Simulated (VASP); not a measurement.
CrB5: relaxation of cell and atoms with PBE

The system is CrB5.

```xyz
6
Lattice="0.0000 2.7035 2.7035 2.7035 0.0000 2.7035 2.7035 2.7035 0.0000" Properties=species:S:1:pos:R:3 pbc="T T T"
Cr    0.0000    0.0000    0.0000
B     1.3517    1.3517    1.3517
B     3.3772    3.3772    3.3772
B     3.3772    2.0298    2.0298
B     2.0298    2.0298    3.3772
B     2.0298    3.3772    2.0298
```

```yaml
Program: VASP 6.6.1
Task: relaxation of cell and atoms
Functional: PBE
Potentials_or_basis: VASP PAW PBE potentials, release 64 (Cr_pv, B)
Cutoff: 500 eV
k_mesh: 12 × 12 × 12
Occupations: gaussian, width 0.1 eV
Spin: no spin polarisation
Dipole_correction: no
Further_INCAR_settings: ALGO = Normal; EDIFF = 1e-07; IBRION = 2; EDIFFG = -0.01; NSW = 100; ISIF = 3
```

The relaxed volume is 6.57 Å³/atom. The relaxed cell is a = 3.821 Å, b = 3.821 Å, c = 3.821 Å, α = 60.00°, β = 60.00°, γ = 60.00° and the space group after relaxing (to 0.05 Å) is F-43m (No. 216). The energy gained by relaxing is 0.0 meV/atom. The ionic steps are 3. The pressure after relaxing is 0.0 GPa.

Forces in eV/Å, atoms in the order of the input:
```
Cr   0.000  0.000  0.000
B    0.000  0.000  0.000
B   -0.002 -0.002 -0.002
B   -0.002  0.002  0.002
B    0.002  0.002 -0.002
B    0.002 -0.002  0.002
```

Step by step:
| step | energy change (eV) | largest force (eV/Å) | pressure (GPa) | volume (Å³) |
| --- | --- | --- | --- | --- |
| 1 | 0.0000 | 0.0053 | -0.62 | 39.52 |
| 2 | -0.0001 | 0.0009 | 0.48 | 39.37 |
| 3 | -0.0002 | 0.0030 | 0.00 | 39.44 |

Final structure:
```
Cr B
1.0
     0.00000    2.70160    2.70160
     2.70160    0.00000    2.70160
     2.70160    2.70160    0.00000
Cr B
1 5
Direct
  0.00000 0.00000 0.00000
  0.25000 0.25000 0.25000
  0.62459 0.62459 0.62459
  0.12624 0.62459 0.62459
  0.62459 0.62459 0.12624
  0.62459 0.12624 0.62459
```

Levels at points of the mesh, in eV from the Fermi level:
```tsv
k point	band 12	band 13	band 14	band 15	band 16	band 17
(0.00, 0.00, 0.00)	-3.15	-3.15	-2.72	1.73	1.73	1.73
(0.50, 0.00, 0.00)	-2.58	-2.58	1.16	1.86	1.86	2.33
(0.50, 0.50, 0.00)	-2.01	-1.01	0.36	1.90	2.86	2.86
```

Run time: 92 s on 1 thread of Intel Xeon 6975P-C, on a shared host, peak memory 0.19 GiB.

Spin polarisation is off, so any magnetic state and its effect on volume and gap are missing.
